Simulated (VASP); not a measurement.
# MnO2 (R-3m) in VASP: a series of runs

MnO2 is run at these levels: PBE, r2SCAN+D4; tasks: single point.

All numbers are computed with VASP 6.6.1; they aren't measurements. Logs are shortened: lines on timing, memory, paths and dates and some standing lists are left out, and cuts for length are marked.

### Step 1. The cell of the first run

It takes space group R-3m (No. 166, trigonal). Conventional cell: a = 3.069 Å, b = 3.069 Å, c = 14.774 Å, α = 90.00°, β = 90.00°, γ = 120.00°. Within 2.7 Å of Mn (site symmetry -3m) lie 6 O at 2.04 Å. Within 2.8 Å of O (site symmetry 3m) lie 3 Mn at 2.04 Å and 3 O at 2.70 Å.

### Step 2. Single point, PBE, collinear spin, ferromagnetic start

INCAR reads:

```
PREC = Accurate
ENCUT = 600
EDIFF = 1E-6
ISMEAR = 0
SIGMA = 0.1
LREAL = F
LASPH = T
NELM = 200
ALGO = Normal
ISIF = 2
LWAVE = F
LCHARG = F
ISPIN = 2
MAGMOM = 2.74 0 0
LORBIT = 11
LMAXMIX = 4
GGA = PE
NBANDS = 24
GGA_COMPAT = F
```

KPOINTS reads:

```
Automatic mesh
0
Gamma
  3 3 3
```

POSCAR reads:

```
MnO2
1.0
    1.5346205014      0.8860135596      4.9246875701
   -1.5346205014      0.8860135596      4.9246875701
    0.0000000000     -1.7720271192      4.9246875701
Mn O
1 2
Direct
    0.0000000000      0.0000000000      0.0000000000
    0.2643644900      0.2643644900      0.2643644900
    0.7356355100      0.7356355100      0.7356355100
```

Potentials or basis: VASP PAW PBE potentials, release 64 (Mn_pv, O).

On the command line:

```sh
> cat potpaw_PBE.64/Mn_pv/POTCAR potpaw_PBE.64/O/POTCAR > POTCAR
> mpirun -np 1 vasp_std > vasp.out
```

OUTCAR:

```text
PREC = Accurate
   ENCUT = 600
   EDIFF = 1E-6
   ISMEAR = 0
   LREAL = F
   LASPH = T
   NELM = 200
   ISIF = 2
   ISPIN = 2
   LORBIT = 11
   GGA = PE

 ion  position               nearest neighbor table
   1  0.000  0.000  0.000-   3 2.04   3 2.04   2 2.04   2 2.04   3 2.04   2 2.04
   2  0.264  0.264  0.264-   1 2.04   1 2.04   1 2.04
   3  0.736  0.736  0.736-   1 2.04   1 2.04   1 2.04

  LATTYP: Found a trigonal (rhomboedric) cell.
 ALAT       =     5.2337966883
 COS(alpha) =     0.8280515398

  Lattice vectors:

 A1 = (   1.5346205014,   0.8860135596,   4.9246875701)
 A2 = (  -1.5346205014,   0.8860135596,   4.9246875701)
 A3 = (   0.0000000000,  -1.7720271192,   4.9246875701)

Analysis of symmetry for initial positions (statically):
=====================================================================
 Subroutine PRICEL returns:
 Original cell was already a primitive cell.

 Routine SETGRP: Setting up the symmetry group for a
 trigonal (rhombohedral) supercell.

 Subroutine GETGRP returns: Found 12 space group operations
 (whereof 12 operations were pure point group operations)
 out of a pool of 12 trial point group operations.

The static configuration has the point symmetry D_3d.

Analysis of symmetry for dynamics (positions and initial velocities):
=====================================================================
 Subroutine PRICEL returns:
 Original cell was already a primitive cell.

 Routine SETGRP: Setting up the symmetry group for a
 trigonal (rhombohedral) supercell.

 Subroutine GETGRP returns: Found 12 space group operations
 (whereof 12 operations were pure point group operations)
 out of a pool of 12 trial point group operations.

The dynamic configuration has the point symmetry D_3d.

Analysis of structural, dynamic, and magnetic symmetry:
=====================================================================
 Subroutine PRICEL returns:
 Original cell was already a primitive cell.

 Routine SETGRP: Setting up the symmetry group for a
 trigonal (rhombohedral) supercell.

 Subroutine GETGRP returns: Found 12 space group operations
 (whereof 12 operations were pure point group operations)
 out of a pool of 12 trial point group operations.

The overall configuration has the point symmetry D_3d.

 Subroutine INISYM returns: Found 12 space group operations
 (whereof 12 operations are pure point group operations),
 and found     1 'primitive' translations

----------------------------------------------------------------------------------------

                                     Primitive cell

  volume of cell :      40.1764

  direct lattice vectors                    reciprocal lattice vectors
     1.534620501  0.886013560  4.924687570     0.325813450  0.188108483  0.067686189
    -1.534620501  0.886013560  4.924687570    -0.325813450  0.188108483  0.067686189
     0.000000000 -1.772027119  4.924687570     0.000000000 -0.376216966  0.067686189

  length of vectors
     5.233796688  5.233796688  5.233796688     0.382257277  0.382257277  0.382257277

  position of ions in fractional coordinates (direct lattice)
     0.000000000  0.000000000  0.000000000
     0.264364490  0.264364490  0.264364490
     0.735635510  0.735635510  0.735635510

  ion indices of the primitive-cell ions
   primitive index   ion index
                 1           1
                 2           2
                 3           3

----------------------------------------------------------------------------------------

 KPOINTS: Automatic mesh

Automatic generation of k-mesh.
 Grid dimensions read from file:
 generate k-points for:    3    3    3

 Generating k-lattice:

  Cartesian coordinates                     Fractional coordinates (reciprocal lattice)
     0.108604483  0.062702828  0.022562063     0.333333333 -0.000000000  0.000000000
    -0.108604483  0.062702828  0.022562063    -0.000000000  0.333333333  0.000000000
     0.000000000 -0.125405655  0.022562063     0.000000000  0.000000000  0.333333333

  Length of vectors
     0.127419092  0.127419092  0.127419092

  Shift w.r.t. Gamma in fractional coordinates (k-lattice)
     0.000000000  0.000000000  0.000000000

 Subroutine IBZKPT returns following result:
 ===========================================

 Found      6 irreducible k-points:

 Following reciprocal coordinates:
            Coordinates               Weight
  0.000000  0.000000  0.000000      1.000000
  0.333333 -0.000000 -0.000000      6.000000
  0.333333  0.333333  0.000000      6.000000
 -0.333333  0.333333  0.000000      6.000000
  0.333333  0.333333  0.333333      2.000000
 -0.333333  0.333333  0.333333      6.000000
   k-points           NKPTS =      6   k-points in BZ     NKDIM =      6   number of bands    NBANDS=     24
   number of dos      NEDOS =    301   number of ions     NIONS =      3
   total plane-waves  NPLWV =  74088
   dimension x,y,z NGX =    42 NGY =   42 NGZ =   42
   dimension x,y,z NGXF=    84 NGYF=   84 NGZF=   84
   ions per type =               1   2
   NGX,Y,Z   is equivalent  to a cutoff of  13.34, 13.34, 13.34 a.u.
   NGXF,Y,Z  is equivalent  to a cutoff of  26.68, 26.68, 26.68 a.u.
 SYSTEM =  unknown system
   PREC   = accura    normal or accurate (medium, high low for compatibility)
   ISTART =      0    job   : 0-new  1-cont  2-samecut
   ICHARG =      2    charge: 1-file 2-atom 10-const
   ISPIN  =      2    spin polarized calculation?
   LNONCOLLINEAR =      F non collinear calculations
   LSORBIT =      F    spin-orbit coupling
   LASPH  =      T    aspherical Exc in radial PAW
   ENCUT  =  600.0 eV  44.10 Ry    6.64 a.u.  10.45 10.45 10.45*2*pi/ulx,y,z
   NELM   =    200;   NELMIN=  2; NELMDL= -5     # of ELM steps
   EDIFF  = 0.1E-05   stopping-criterion for ELM
   LREAL  =      F    real-space projection
   EDIFFG = 0.1E-04   stopping-criterion for IOM
   NSW    =      0    number of steps for IOM
   IBRION =     -1    ionic relax: 0-MD 1-quasi-New 2-CG
   NFREE  =      0    steps in history (QN), initial steepest desc. (CG)
   ISIF   =      2    stress and relaxation
   ISYM   =      2    0-nonsym 1-usesym 2-fastsym
   POTIM  = 0.5000    time-step for ionic-motion
   TEBEG  =    0.0;   TEEND  =   0.0 temperature during run
   PSTRESS=    0.0 pullay stress
   NELECT =      25.0000    total number of electrons
   NUPDOWN=      -1.0000    fix difference up-down
   EMIN   =  10.00;   EMAX   =-10.00  energy-range for DOS
   EFERMI =   0.00;   METHOD = LEGACY
   ISMEAR =     0;   SIGMA  =   0.10  broadening in eV -4-tet -1-fermi 0-gaus
   EFERMI_NEDOS =   21; number of points for ismear=-14 and -15
   IALGO  =     38    algorithm
   IMIX   =      4    mixing-type and parameters
     AMIX     =   0.40;   BMIX     =  1.00
     AMIX_MAG =   1.60;   BMIX_MAG =  1.00
  volume/ion in A,a.u.               =      13.39        90.37
  Fermi-wavevector in a.u.,A,eV,Ry     =   1.397648  2.641171 26.577883  1.953419
  Thomas-Fermi vector in A             =   2.520883
   LORBIT       =     11    0 simple, 1 ext, 2 COOP (PROOUT), +10 PAW based schemes
   GGA     = PE    functional components
   LHFCALC =     F    Hartree Fock is set to
   AEXX    =    0.0000 exact exchange contribution
   IVDW    =     0    specifies the selected vdW correction
   LEPSILON=     F    determine dielectric tensor
   LRPA    =     F    only Hartree local field effects (RPA)
 spin polarized calculation
 Gauss-broadening in eV      SIGMA  =   0.10
  energy-cutoff  :      600.00
  volume of cell :       40.18
 maximum number of plane-waves:      1354
 NGX is ok and might be reduce to    42
   NGX = 21   NGY = 21   NGZ = 21

 number of electron      25.0000002 magnetization       3.0000666

 Free energy of the ion-electron system (eV)
  ---------------------------------------------------
  ext. energy  EPLUGINS =         0.00000000
  ---------------------------------------------------
  free energy    TOTEN  =       -23.25914358 eV

  energy without entropy =      -23.25914358  energy(sigma->0) =      -23.25914358

 E-fermi :   1.2029     XC(G=0):  -9.7356

 val. band max:        0.6764688652   @ k =   0.3333   0.3333   0.3333
 cond. band min:       2.1771692955   @ k =  -0.3333   0.3333   0.3333
 fundamental gap:      1.5007004303
 Fermi energy:         1.2028832145

 spin component 1

 k-point     1 :       0.0000    0.0000    0.0000
  band No.  band energies     occupation
      1     -49.2008      1.00000
      2     -49.1732      1.00000
      3     -49.1732      1.00000
      4     -16.8474      1.00000
      5     -15.2994      1.00000
      6      -3.8088      1.00000
[... 16 lines left out ...]
     23      22.1851      0.00000
     24      22.1851      0.00000
[... 111 lines left out ...]
      1     -49.2205      1.00000
      2     -49.1937      1.00000
      3     -49.1844      1.00000
      4     -16.0484      1.00000
      5     -15.5179      1.00000
      6      -3.9249      1.00000
[... 16 lines left out ...]
     23      19.4668      0.00000
     24      21.8439      0.00000
 Fermi energy:         1.2028832145

 spin component 2

 k-point     1 :       0.0000    0.0000    0.0000
  band No.  band energies     occupation
      1     -45.8186      1.00000
      2     -45.8186      1.00000
      3     -45.6397      1.00000
      4     -16.9341      1.00000
      5     -15.4541      1.00000
      6      -3.0553      1.00000
[... 16 lines left out ...]
     23      22.8453      0.00000
     24      22.8453      0.00000
[... 112 lines left out ...]
      2     -45.8318      1.00000
      3     -45.6302      1.00000
      4     -16.1674      1.00000
      5     -15.6553      1.00000
      6      -3.2494      1.00000
[... 16 lines left out ...]
     23      20.3564      0.00000
     24      22.0885      0.00000

------------------------ aborting loop because EDIFF is reached ----------------------------------------

  FORCE on cell =-STRESS in cart. coord.  units (eV):
  Direction    XX          YY          ZZ          XY          YZ          ZX
  --------------------------------------------------------------------------------------
  -------------------------------------------------------------------------------------
  Total       -6.3457425     -6.3457425     -3.7876170      0.0000000     -0.0000000      0.0000000
  in kB     -253.0589665   -253.0589665   -151.0446468      0.0000000     -0.0000000      0.0000000
  external PRESSURE =    -219.0541932 kB  Pullay stress =       0.0000000 kB

 VOLUME and BASIS-vectors are now :
 -----------------------------------------------------------------------------
  energy-cutoff  :      600.00
  volume of cell :       40.18
      direct lattice vectors                 reciprocal lattice vectors
     1.534620501  0.886013560  4.924687570     0.325813450  0.188108483  0.067686189
    -1.534620501  0.886013560  4.924687570    -0.325813450  0.188108483  0.067686189
     0.000000000 -1.772027119  4.924687570     0.000000000 -0.376216966  0.067686189

 POSITION                                       TOTAL-FORCE (eV/Angst)
 -----------------------------------------------------------------------------------
      0.00000      0.00000      0.00000         0.000000     -0.000000      0.000000
      0.00000      0.00000      3.90574        -0.000000      0.000000      1.872834
      0.00000      0.00000     10.86833        -0.000000     -0.000000     -1.872834
 -----------------------------------------------------------------------------------
    total drift:                               -0.000000     -0.000000      0.000000

  FREE ENERGIE OF THE ION-ELECTRON SYSTEM (eV)
  ---------------------------------------------------
  free  energy   TOTEN  =       -23.2591435772 eV

  energy  without entropy=      -23.2591435772  energy(sigma->0) =      -23.25914358

 total charge

# of ion       s       p       d       tot
------------------------------------------
    1        0.280   6.312   4.745  11.337
    2        1.579   3.305   0.000   4.884
    3        1.579   3.305   0.000   4.884
--------------------------------------------------
tot          3.438  12.921   4.745  21.104

 magnetization (x)

# of ion       s       p       d       tot
------------------------------------------
    1        0.034   0.035   3.048   3.117
    2        0.004  -0.094   0.000  -0.090
    3        0.004  -0.094   0.000  -0.090
--------------------------------------------------
tot          0.041  -0.152   3.048   2.937
```

Wall time 28 s (1 thread of AMD EPYC 9R45 (Zen 5), shared host); peak memory 0.27 GiB.

What came out:

| Quantity | Value |
| --- | --- |
| Free energy | -23.2591 eV |
| Pressure | -21.9 GPa |
| Largest force | 1.873 eV/Å |
| Band gap on the k mesh | 1.50 eV (least direct gap 1.66 eV) |
| Net moment | 3.00 μB per cell |
| Site moments | Mn +3.12; O -0.09 μB |
| Valence electrons inside the program's atomic spheres | Mn 11.34; O 4.88 |

Forces in eV/Å, atoms in the order of the input:
```
Mn   0.000  0.000  0.000
O    0.000  0.000  1.873
O    0.000  0.000 -1.873
```

Caveat: the k points lie up to 0.80 Å⁻¹ apart; an odd mesh through Γ misses points on the zone boundary, where band edges can lie; a cell with one magnetic atom can't hold antiferromagnetic order, which such compounds often take; forces of over 1 eV/Å act on the atoms, so gaps and moduli don't describe the material at rest.

### Step 3. Single point, PBE

This run uses another cell than the first one, of 10.80 Å³/atom.

INCAR reads:

```
  PREC = Accurate
  ENCUT = 600
  EDIFF = 1E-6
  ISMEAR = 0
  SIGMA = 0.1
  LREAL = False
  LASPH = True
  NELM = 120
  ALGO = Normal
  ISIF = 2
  LWAVE = False
  LCHARG = False
  GGA = PE
  NBANDS = 20
  GGA_COMPAT = False
```

KPOINTS reads:

```
Automatic mesh
0
Gamma
  6 6 6
```

POSCAR reads:

```
MnO2
1.0
    1.4284348394      0.8247072390      4.5839315268
   -1.4284348394      0.8247072390      4.5839315268
    0.0000000000     -1.6494144781      4.5839315268
Mn O
1 2
Direct
    0.0000000000      0.0000000000      0.0000000000
    0.2643644900      0.2643644900      0.2643644900
    0.7356355100      0.7356355100      0.7356355100
```

Potentials or basis: VASP PAW PBE potentials, release 64 (Mn_pv, O).

On the command line:

```sh
> cat potpaw_PBE.64/Mn_pv/POTCAR potpaw_PBE.64/O/POTCAR > POTCAR
> mpirun -np 1 vasp_std > vasp.out
```

Wall time 38 s (1 thread of AMD EPYC 9R45 (Zen 5), shared host); peak memory 0.2 GiB.

Results (log left out):

```
Free energy            : -22.6480 eV
Pressure               : -4.2 GPa
Largest force          : 0.117 eV/Å
Band gap on the k mesh : zero (an odd number of electrons rules out a gap without spin polarisation)
```

Forces on the atoms (eV/Å):
```
Mn   0.000  0.000  0.000
O    0.000  0.000  0.117
O    0.000  0.000 -0.117
```

Stress tensor (GPa, compression positive):
```
-6.51  0.00  0.00
 0.00 -6.51  0.00
 0.00  0.00  0.55
```

Levels at points of the mesh, in eV from the Fermi level:
```tsv
k point	band 9	band 10	band 11	band 12	band 13	band 14	band 15	band 16	band 17	band 18
(0.00, 0.00, 0.00)	-1.72	-1.72	-1.48	-0.80	-0.80	0.96	3.39	3.39	7.15	10.49
(0.50, 0.00, 0.00)	-4.05	-3.10	-2.56	-0.24	-0.19	0.30	2.71	3.26	11.99	13.49
(0.50, 0.50, 0.00)	-3.49	-3.20	-2.27	-0.41	-0.19	0.26	2.87	3.33	11.15	12.35
(0.50, 0.50, 0.50)	-2.80	-1.77	-1.77	-0.79	-0.79	1.05	3.41	3.41	9.21	9.60
```

Caveat: the k points lie up to 0.43 Å⁻¹ apart, too coarse for converged energies and pressures of a metal; an odd number of electrons without spin polarisation forces a metal; a magnetic or distorted state may lie lower; the run has no spin polarisation, though such a crystal can be magnetic; semilocal functionals often make such compounds metallic where correlation or magnetic order opens a gap, which also shifts bond lengths.

### Step 4. Single point, r2SCAN+D4, collinear spin, ferromagnetic start

This run uses another cell than the first one, of 10.80 Å³/atom.

POSCAR is that of step 3.

INCAR.step1 reads:

```
  PREC = Accurate
  ENCUT = 660
  ISMEAR = -4
  SIGMA = 0.1
  LREAL = False
  LASPH = True
  NELM = 200
  ISPIN = 2
  MAGMOM = 2.74 0 0
  LMAXMIX = 4
  NBANDS = 24
  GGA = PE
  ALGO = Normal
  EDIFF = 1E-5
  LWAVE = True
  LCHARG = False
  GGA_COMPAT = False
```

INCAR.step2 reads:

```
  PREC = Accurate
  ENCUT = 660
  EDIFF = 1E-6
  ISMEAR = -4
  SIGMA = 0.1
  LREAL = False
  LASPH = True
  NELM = 200
  ALGO = Normal
  ISIF = 2
  LWAVE = False
  LCHARG = True
  ISPIN = 2
  MAGMOM = 2.74 0 0
  LORBIT = 11
  LMAXMIX = 4
  METAGGA = R2SCAN
  LMIXTAU = True
  IVDW = 13
  LELF = True
  LVHAR = True
  VDW_S6 = 1.0
  VDW_S8 = 0.6018749
  VDW_A1 = 0.51559235
  VDW_A2 = 5.77342911
  NBANDS = 24
  ISTART = 1
  GGA_COMPAT = False
```

KPOINTS reads:

```
regular mesh
0
Gamma
  3 3 3
```

On the command line:

```sh
> cat potpaw_PBE.64/Mn_pv/POTCAR potpaw_PBE.64/O/POTCAR > POTCAR
> cp INCAR.step1 INCAR
> mpirun -np 1 vasp_std > vasp.out
> cp INCAR.step2 INCAR
> mpirun -np 1 vasp_std > vasp.out
```

Wall time 1.7 min (1 thread of AMD EPYC 9R45 (Zen 5), shared host); peak memory 0.31 GiB.

Results (log left out):

```yaml
Free_energy: -32.7347 eV
Pressure: -0.5 GPa
Largest_force: 0.070 eV/Å
Band_gap_on_the_k_mesh: 2.06 eV
Net_moment: 3.00 μB per cell
Site_moments: Mn +2.96; O -0.01 μB
Valence_electrons_inside_the_program's_atomic_spheres: Mn 11.71; O 5.04
Dispersion_energy_per_atom: -0.074 eV
```

Forces in eV/Å, atoms in the order of the input:
```
Mn   0.000  0.000  0.000
O    0.000  0.000 -0.070
O    0.000  0.000  0.070
```

Stress tensor (GPa, compression positive):
```
-0.41  0.00  0.00
 0.00 -0.41  0.00
 0.00  0.00 -0.56
```

Levels at points of the mesh, in eV from the valence-band top:
Spin up:
| k point | band 10 | band 11 | band 12 | band 13 | band 14 | band 15 | band 16 | band 17 | band 18 | band 19 |
| --- | --- | --- | --- | --- | --- | --- | --- | --- | --- | --- |
| (0.00, 0.00, 0.00) | -2.58 | -0.85 | -0.85 | -0.61 | -0.32 | 3.56 | 3.56 | 8.32 | 11.63 | 16.38 |
Spin down:
```tsv
k point	band 7	band 8	band 9	band 10	band 11	band 12	band 13	band 14	band 15	band 16
(0.00, 0.00, 0.00)	-4.65	-4.65	-0.89	-0.89	-0.51	2.06	2.06	3.68	5.15	5.15
```

Caveat: the k points lie up to 0.86 Å⁻¹ apart; the PAW data sets were made with another functional, which shifts forces and pressure a little; an odd mesh through Γ misses points on the zone boundary, where band edges can lie; a cell with one magnetic atom can't hold antiferromagnetic order, which such compounds often take.

[end of part 1 of 2]
